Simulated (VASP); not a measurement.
**AlN: electric field gradients with LDA**

AlN:

```
Al N
1.0
     0.00000    1.93762    1.93762
     1.93762    0.00000    1.93762
     1.93762    1.93762    0.00000
Al N
1 1
Direct
  0.00000 0.00000 0.00000
  0.50000 0.50000 0.50000
```

This cell differs from its parent crystal: volume scaled by 0.94.

```
Program                : VASP 6.6.1
Task                   : electric field gradients
Functional             : LDA
Potentials or basis    : VASP PAW LDA potentials, release 64 (Al, N)
Cutoff                 : 520 eV
k mesh                 : 12 × 12 × 12
Occupations            : fermi-dirac, width 0.01 eV
Spin                   : no spin polarisation
Dipole correction      : no
Further INCAR settings : ALGO = Normal; EDIFF = 1e-08; NBANDS = 11
```

```
Pressure               : 36.1 GPa
Band gap on the k mesh : 4.93 eV, indirect (least direct gap 7.74 eV)
```

Levels at points of the mesh, in eV from the valence-band top:
```tsv
k point	band 1	band 2	band 3	band 4	band 5	band 6	band 7	band 8	band 9
(0.00, 0.00, 0.00)	-18.63	0.00	0.00	0.00	7.74	12.41	12.41	12.41	17.99
(0.50, 0.00, 0.00)	-14.76	-9.21	-1.34	-1.34	6.96	11.86	11.86	15.02	17.39
(0.50, 0.50, 0.00)	-13.56	-8.31	-3.16	-3.16	4.93	5.75	15.50	19.07	19.07
```

Wall time 14 s on 1 thread of Intel Xeon 6975P-C, with other jobs on the host, peak memory 0.12 GiB.

Caveat: without QUAD_EFG the Cq values of the log hold for a quadrupole moment of 1 mb, not for the nuclei. A k mesh can miss the band edges.
